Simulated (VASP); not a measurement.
A run of VASP 6.6.1 is set up as follows.

Contents of INCAR:

```
PREC     = Accurate       # precision mode
ENCUT    = 520            # plane-wave cutoff, eV
EDIFF    = 1E-6           # SCF threshold, eV
ISMEAR   = -1             # smearing method
SIGMA    = 0.05           # smearing width, eV
LREAL    = Auto         
LASPH    = True           # aspherical terms in the spheres
NELM     = 100            # most SCF steps
ALGO     = Normal         # electronic algorithm
ISIF     = 2              # what is computed and relaxed
LWAVE    = False          # write WAVECAR
LCHARG   = False          # write CHGCAR
GGA      = PS             # functional
NBANDS   = 84             # bands
```

Contents of KPOINTS:

```
Automatic mesh
0
Gamma
  4 3 3
```

POSCAR

```
Ta3AsAu2O13
1.0
    5.6512142919      0.0222150980      0.0134679047
    1.3024918202      6.1764177829     -0.0286799404
    0.2895257532      1.2505822789      8.2316893207
Ta As Au O
3 1 2 13
Direct
    0.2178827909      0.3046976045      0.5831589096
    0.0312071804      0.1137159569      1.0007953177
    0.5831227184      0.6193152699      0.5028764064
    0.5898559327      0.8978076344      0.8307320551
    0.5768203352      0.0936621715      0.1880010610
    0.0441490340      0.8183775674      0.4464409372
    0.6643795638      0.6940069735      0.7109334771
    0.5201408385      0.1343945222      0.6949126629
    0.8554316140      0.8877868804      0.9193940909
    0.3447945330      0.8736333910      0.9479474937
    0.7236912278      0.2964390164      0.0332694690
    0.2430024077      0.2223166491      0.1154237369
    0.1287929133      0.0896045115      0.4914267472
    0.4830886392      0.3846272131      0.4311039100
    0.0586655926      0.2699783225      0.7868158710
    0.9364417482      0.5301306719      0.4519599555
    0.4979602313      0.8506401682      0.3472780668
    0.2514927330      0.6288712957      0.6250953708
    0.9176099659      0.9528741798      0.2274344613
```

Potentials or basis: VASP PAW PBE potentials, release 64 (Ta_pv, As, Au, O).

Command:

```bash
$ cat potpaw_PBE.64/Ta_pv/POTCAR potpaw_PBE.64/As/POTCAR potpaw_PBE.64/Au/POTCAR potpaw_PBE.64/O/POTCAR > POTCAR
$ mpirun -np 1 vasp_std > vasp.out
```

(1) Estimate the band gap on the k mesh.

(2) What does it give for the pressure?

(3) What does it give for the largest force?

## Answers

(1) 1.40 eV (least direct gap 1.46 eV).

(2) 1.1 GPa.

(3) 0.446 eV/Å.

Caveat: the PAW data sets were made with another functional, which shifts forces and pressure a little; spin-orbit coupling is left out, which moves the levels of the heavy elements; an odd mesh through Γ misses points on the zone boundary, where band edges can lie.
